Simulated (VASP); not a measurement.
# BN (R3m) in VASP: single point with r2SCAN50+D4

Aim: the single point of BN with r2SCAN50+D4.

Everything below comes from runs of VASP 6.6.1. Logs are shortened: lines on timing, memory, paths and dates and some standing lists are left out, and cuts for length are marked.

## (1) The cell of the first run

It takes space group R3m (No. 160, trigonal). The conventional cell has a = 2.535 Å, b = 2.535 Å, c = 10.252 Å, α = 90.00°, β = 90.00°, γ = 120.00°. Within 2.0 Å of N (site symmetry 3m) lie 3 B at 1.46 Å. B (site symmetry 3m) has 3 N at 1.46 Å within 2.0 Å.

## (2) Single point, r2SCAN50+D4 (9.51 Å³/atom)

Input file POSCAR:

```
BN
1.0
    1.2675858000      0.7318410028      3.4173202092
   -1.2675858000      0.7318410028      3.4173202092
    0.0000000000     -1.4636820056      3.4173202092
N B
1 1
Direct
    0.6672382000      0.6672382000      0.6672382000
    0.0003288000      0.0003288000      0.0003288000
```

Input file INCAR.step1:

```
SYSTEM = BN
ALGO     = Normal         ! electronic algorithm
EDIFF    = 1E-5           ! SCF threshold, eV
ENCUT    = 580            ! plane-wave cutoff, eV
GGA      = PE             ! functional
GGA_COMPAT= .False.      
ISIF     = 2              ! what is computed and relaxed
ISMEAR   = -1             ! smearing method
LASPH    = .True.         ! aspherical terms in the spheres
LCHARG   = .False.        ! write CHGCAR
LREAL    = .False.        ! projectors in reciprocal space
LWAVE    = .True.         ! write WAVECAR
NBANDS   = 11             ! bands
NELM     = 120            ! most SCF steps
PREC     = Accurate       ! precision mode
SIGMA    = 0.05           ! smearing width, eV
```

Input file INCAR.step2:

```
SYSTEM = BN
AEXX     = 0.5            ! exact-exchange fraction
ALGO     = Normal         ! electronic algorithm
EDIFF    = 1E-6           ! SCF threshold, eV
ENCUT    = 580            ! plane-wave cutoff, eV
GGA_COMPAT= .False.      
ISIF     = 2              ! what is computed and relaxed
ISMEAR   = -1             ! smearing method
ISTART   = 1            
IVDW     = 13             ! dispersion correction
LASPH    = .True.         ! aspherical terms in the spheres
LCHARG   = .False.        ! write CHGCAR
LHFCALC  = .True.         ! exact exchange
LMIXTAU  = .True.       
LREAL    = .False.        ! projectors in reciprocal space
LWAVE    = .False.        ! write WAVECAR
METAGGA  = R2SCAN         ! meta-GGA
NBANDS   = 11             ! bands
NELM     = 120            ! most SCF steps
PREC     = Accurate       ! precision mode
PRECFOCK = Normal       
SIGMA    = 0.05           ! smearing width, eV
VDW_A1   = 0.4574       
VDW_A2   = 5.8969       
VDW_S6   = 1.0          
VDW_S8   = 1.0471
```

Input file KPOINTS:

```
k-points
0
Gamma
  6 6 6
  0 0 0
```

Potentials or basis: VASP PAW PBE potentials, release 64 (N, B).

On the command line:

```
$ cat potpaw_PBE.64/N/POTCAR potpaw_PBE.64/B/POTCAR > POTCAR
$ cp INCAR.step1 INCAR
$ mpirun -np 1 vasp_std > vasp.out
$ cp INCAR.step2 INCAR
$ mpirun -np 1 vasp_std > vasp.out
```

OUTCAR:

```text
SYSTEM = BN
   AEXX = 0.5
   EDIFF = 1E-6
   ENCUT = 580
   ISIF = 2
   ISMEAR = -1
   ISTART = 1
   IVDW = 13
   LASPH = .True.
   LHFCALC = .True.
   LREAL = .False.
   METAGGA = R2SCAN
   NELM = 120
   PREC = Accurate
   PRECFOCK = Normal

 ion  position               nearest neighbor table
   1  0.667  0.667  0.667-   2 1.46   2 1.46   2 1.46
   2  0.000  0.000  0.000-   1 1.46   1 1.46   1 1.46

  LATTYP: Found a trigonal (rhomboedric) cell.
 ALAT       =     3.7175855640
 COS(alpha) =     0.7674786797

  Lattice vectors:

 A1 = (   1.2675858000,   0.7318410028,   3.4173202092)
 A2 = (  -1.2675858000,   0.7318410028,   3.4173202092)
 A3 = (   0.0000000000,  -1.4636820056,   3.4173202092)

Analysis of symmetry for initial positions (statically):
=====================================================================
 Subroutine PRICEL returns:
 Original cell was already a primitive cell.

 Routine SETGRP: Setting up the symmetry group for a
 trigonal (rhombohedral) supercell.

 Subroutine GETGRP returns: Found  6 space group operations
 (whereof  6 operations were pure point group operations)
 out of a pool of 12 trial point group operations.

The static configuration has the point symmetry C_3v.

Analysis of symmetry for dynamics (positions and initial velocities):
=====================================================================
 Subroutine PRICEL returns:
 Original cell was already a primitive cell.

 Routine SETGRP: Setting up the symmetry group for a
 trigonal (rhombohedral) supercell.

 Subroutine GETGRP returns: Found  6 space group operations
 (whereof  6 operations were pure point group operations)
 out of a pool of 12 trial point group operations.

The dynamic configuration has the point symmetry C_3v.

 Subroutine INISYM returns: Found  6 space group operations
 (whereof  6 operations are pure point group operations),
 and found     1 'primitive' translations

----------------------------------------------------------------------------------------

                                     Primitive cell

  volume of cell :      19.0209

  direct lattice vectors                    reciprocal lattice vectors
     1.267585800  0.731841003  3.417320209     0.394450616  0.227736170  0.097542318
    -1.267585800  0.731841003  3.417320209    -0.394450616  0.227736170  0.097542318
     0.000000000 -1.463682006  3.417320209     0.000000000 -0.455472339  0.097542318

  length of vectors
     3.717585564  3.717585564  3.717585564     0.465799909  0.465799909  0.465799909

  position of ions in fractional coordinates (direct lattice)
     0.667238200  0.667238200  0.667238200
     0.000328800  0.000328800  0.000328800

  ion indices of the primitive-cell ions
   primitive index   ion index
                 1           1
                 2           2

----------------------------------------------------------------------------------------

 KPOINTS: k-points

Automatic generation of k-mesh.
 Grid dimensions read from file:
 generate k-points for:    6    6    6

 Generating k-lattice:

  Cartesian coordinates                     Fractional coordinates (reciprocal lattice)
     0.065741769  0.037956028  0.016257053     0.166666667  0.000000000 -0.000000000
    -0.065741769  0.037956028  0.016257053     0.000000000  0.166666667 -0.000000000
     0.000000000 -0.075912057  0.016257053    -0.000000000 -0.000000000  0.166666667

  Length of vectors
     0.077633318  0.077633318  0.077633318

  Shift w.r.t. Gamma in fractional coordinates (k-lattice)
     0.000000000  0.000000000  0.000000000

 Subroutine IBZKPT returns following result:
 ===========================================

 Found     32 irreducible k-points:

 Following reciprocal coordinates:
            Coordinates               Weight
  0.000000  0.000000  0.000000      1.000000
  0.166667 -0.000000 -0.000000      6.000000
  0.333333  0.000000  0.000000      6.000000
  0.500000 -0.000000 -0.000000      3.000000
  0.166667  0.166667 -0.000000      6.000000
  0.333333  0.166667 -0.000000     12.000000
[... 16 lines left out ...]
  0.500000  0.500000  0.166667      6.000000
 -0.333333  0.500000  0.166667     12.000000
 [... further k-points ...]
   k-points           NKPTS =     32   k-points in BZ     NKDIM =    216   number of bands    NBANDS=     11
   number of dos      NEDOS =    301   number of ions     NIONS =      2
   total plane-waves  NPLWV =  27000
   dimension x,y,z NGX =    30 NGY =   30 NGZ =   30
   dimension x,y,z NGXF=    60 NGYF=   60 NGZF=   60
   ions per type =               1   1
   NGX,Y,Z   is equivalent  to a cutoff of  13.42, 13.42, 13.42 a.u.
   NGXF,Y,Z  is equivalent  to a cutoff of  26.83, 26.83, 26.83 a.u.
 SYSTEM =  BN
   PREC   = accura    normal or accurate (medium, high low for compatibility)
   ISTART =      1    job   : 0-new  1-cont  2-samecut
   ICHARG =      0    charge: 1-file 2-atom 10-const
   ISPIN  =      1    spin polarized calculation?
   LNONCOLLINEAR =      F non collinear calculations
   LSORBIT =      F    spin-orbit coupling
   LASPH  =      T    aspherical Exc in radial PAW
   ENCUT  =  580.0 eV  42.63 Ry    6.53 a.u.   7.30  7.30  7.30*2*pi/ulx,y,z
   NELM   =    120;   NELMIN=  2; NELMDL=  0     # of ELM steps
   EDIFF  = 0.1E-05   stopping-criterion for ELM
   LREAL  =      F    real-space projection
   EDIFFG = 0.1E-04   stopping-criterion for IOM
   NSW    =      0    number of steps for IOM
   IBRION =     -1    ionic relax: 0-MD 1-quasi-New 2-CG
   NFREE  =      0    steps in history (QN), initial steepest desc. (CG)
   ISIF   =      2    stress and relaxation
   ISYM   =      3    0-nonsym 1-usesym 2-fastsym
   POTIM  = 0.5000    time-step for ionic-motion
   TEBEG  =    0.0;   TEEND  =   0.0 temperature during run
   PSTRESS=    0.0 pullay stress
   NELECT =       8.0000    total number of electrons
   NUPDOWN=      -1.0000    fix difference up-down
   EMIN   =  10.00;   EMAX   =-10.00  energy-range for DOS
   EFERMI =   0.00;   METHOD = LEGACY
   ISMEAR =    -1;   SIGMA  =   0.05  broadening in eV -4-tet -1-fermi 0-gaus
   EFERMI_NEDOS =   21; number of points for ismear=-14 and -15
   IALGO  =     38    algorithm
   IMIX   =      1    mixing-type and parameters
     AMIX     =   0.40;   BMIX     =  1.00
     AMIX_MAG =   1.60;   BMIX_MAG =  1.00
  volume/ion in A,a.u.               =       9.51        64.18
  Fermi-wavevector in a.u.,A,eV,Ry     =   1.226576  2.317893 20.469813  1.504489
  Thomas-Fermi vector in A             =   2.361572
   LORBIT       =      0    0 simple, 1 ext, 2 COOP (PROOUT), +10 PAW based schemes
   METAGGA = R2SCAN    functional components
   LHFCALC =     T    Hartree Fock is set to
   PRECFOCK=normal    Normal, Fast or Accurate (Low or Medium for compatibility)
   ENCUT4O =  -1.0   cutoff for four orbital integrals eV
   NKREDX  =     1    reduce k-point grid by
   NKREDY  =     1    reduce k-point grid by
   NKREDZ  =     1    reduce k-point grid by
   AEXX    =    0.5000 exact exchange contribution
   HFSCREEN=    0.0000 screening length (either q_TF or 0.3 A-1)
   HFSCREENC=   0.0000 screening length for correlation (either q_TF or 0.3 A-1)
   ENCUTFOCK=  -1.0 apply spherical cutoff to Coloumb kernel
   IVDW    =    13    specifies the selected vdW correction
   LEPSILON=     F    determine dielectric tensor
   LRPA    =     F    only Hartree local field effects (RPA)
 non-spin polarized calculation
  energy-cutoff  :      580.00
  volume of cell :       19.02
 maximum number of plane-waves:       613
 NGX is ok and might be reduce to    30
  NGX = 24; NGY = 24; NGZ = 24

 number of electron       8.0000000 magnetization

 Free energy of the ion-electron system (eV)
  ---------------------------------------------------
  ext. energy  EPLUGINS =         0.00000000
  ---------------------------------------------------
  free energy    TOTEN  =       -25.89477990 eV

  energy without entropy =      -25.89477990  energy(sigma->0) =      -25.89477990

 E-fermi :   0.3612     XC(G=0):  -5.8618

 val. band max:       -0.6840889210   @ k =  -0.3333   0.3333   0.0000
 cond. band min:       7.8403028778   @ k =   0.5000   0.5000  -0.0000
 fundamental gap:      8.5243917987
 Fermi energy:         0.3612391014

 k-point     1 :       0.0000    0.0000    0.0000
  band No.  band energies     occupation
      1     -22.0073      2.00000
      2      -5.4999      2.00000
      3      -2.4090      2.00000
      4      -2.4090      2.00000
      5       8.2840      0.00000
      6      15.9915      0.00000
      7      15.9915      0.00000
      8      18.3874      0.00000
      9      18.8271      0.00000
     10      30.2928      0.00000
     11      32.2777      0.00000

 k-point     2 :       0.1667   -0.0000   -0.0000
  band No.  band energies     occupation
      1     -21.3840      2.00000
      2      -4.8324      2.00000
      3      -4.6942      2.00000
      4      -3.4000      2.00000
      5       9.3814      0.00000
      6      15.6037      0.00000
      7      16.2832      0.00000
      8      18.4393      0.00000
      9      20.5877      0.00000
     10      27.2102      0.00000
     11      29.5271      0.00000

 k-point     3 :       0.3333    0.0000    0.0000
  band No.  band energies     occupation
      1     -19.7216      2.00000
      2      -8.9504      2.00000
      3      -4.9476      2.00000
      4      -2.8692      2.00000
      5      11.1452      0.00000
      6      12.8034      0.00000
      7      15.3594      0.00000
      8      21.5534      0.00000
      9      23.8592      0.00000
     10      24.6165      0.00000
     11      26.6552      0.00000
[... 267 lines left out ...]
 k-point    23 :       0.5000    0.5000    0.1667
  band No.  band energies     occupation
      1     -19.5724      2.00000
      2      -8.8821      2.00000
      3      -5.0039      2.00000
      4      -4.2103      2.00000
      5      10.7505      0.00000
      6      14.1601      0.00000
      7      17.8316      0.00000
      8      22.1194      0.00000
      9      23.7014      0.00000
     10      24.4982      0.00000
     11      29.8907      0.00000

 k-point    24 :      -0.3333    0.5000    0.1667
  band No.  band energies     occupation
      1     -18.4137      2.00000
      2     -10.2268      2.00000
      3      -7.0344      2.00000
      4      -2.3555      2.00000
      5       9.1226      0.00000
      6      16.1344      0.00000
      7      17.7772      0.00000
      8      20.5784      0.00000
      9      23.8039      0.00000
     10      25.5632      0.00000
     11      27.0229      0.00000

 [... further k-points ...]

------------------------ aborting loop because EDIFF is reached ----------------------------------------

  DFT-D4 for vdW energy calculation

  Edisp (eV):   -0.16147

  FORCE on cell =-STRESS in cart. coord.  units (eV):
  Direction    XX          YY          ZZ          XY          YZ          ZX
  --------------------------------------------------------------------------------------
  -------------------------------------------------------------------------------------
  Total      -2.84515    -2.84515    -0.16021     0.00000     0.00000     0.00000
  in kB    -239.65385  -239.65385   -13.49448     0.00000     0.00000     0.00000
  external pressure =     -164.27 kB  Pullay stress =        0.00 kB

 VOLUME and BASIS-vectors are now :
 -----------------------------------------------------------------------------
  energy-cutoff  :      580.00
  volume of cell :       19.02
      direct lattice vectors                 reciprocal lattice vectors
     1.267585800  0.731841003  3.417320209     0.394450616  0.227736170  0.097542318
    -1.267585800  0.731841003  3.417320209    -0.394450616  0.227736170  0.097542318
     0.000000000 -1.463682006  3.417320209     0.000000000 -0.455472339  0.097542318

 POSITION                                       TOTAL-FORCE (eV/Angst)
 -----------------------------------------------------------------------------------
      0.00000      0.00000      6.84050         0.000000      0.000000     -0.013525
      0.00000      0.00000      0.00337         0.000000      0.000000      0.013525
 -----------------------------------------------------------------------------------
    total drift:                                0.000000      0.000000     -0.000156

  FREE ENERGIE OF THE ION-ELECTRON SYSTEM (eV)
  ---------------------------------------------------
  free  energy   TOTEN  =       -26.0562545248 eV

  energy  without entropy=      -26.0562545247  energy(sigma->0) =      -26.05625452
```

Run time: 33 min. Hardware: 1 thread of Oxide Virtual Turin-like, shared host; peak memory 0.14 GiB.

Results:

```yaml
Free_energy: -26.0563 eV
Pressure: -16.4 GPa
Largest_force: 0.014 eV/Å
Band_gap_on_the_k_mesh: 8.52 eV (least direct gap 9.23 eV)
Dispersion_energy_per_atom: -0.081 eV
```

Forces on the atoms (eV/Å):
```
N    0.000  0.000 -0.014
B    0.000  0.000  0.014
```

Stress tensor (GPa, compression positive):
```
-23.97   0.00   0.00
  0.00 -23.97   0.00
  0.00   0.00  -1.35
```

Levels at points of the mesh, in eV from the valence-band top:
| k point | band 2 | band 3 | band 4 | band 5 | band 6 | band 7 |
| --- | --- | --- | --- | --- | --- | --- |
| (0.00, 0.00, 0.00) | -4.82 | -1.72 | -1.72 | 8.97 | 16.68 | 16.68 |
| (0.50, 0.00, 0.00) | -10.61 | -4.90 | -0.66 | 9.79 | 14.46 | 17.44 |
| (0.50, 0.50, 0.00) | -10.49 | -4.96 | -1.32 | 8.52 | 14.43 | 18.91 |
| (0.50, 0.50, 0.50) | -7.05 | -1.75 | -1.75 | 14.85 | 16.59 | 16.59 |

Caveat: the k points lie up to 0.49 Å⁻¹ apart; the PAW data sets were made with another functional, which shifts forces and pressure a little. A k mesh can miss the band edges.
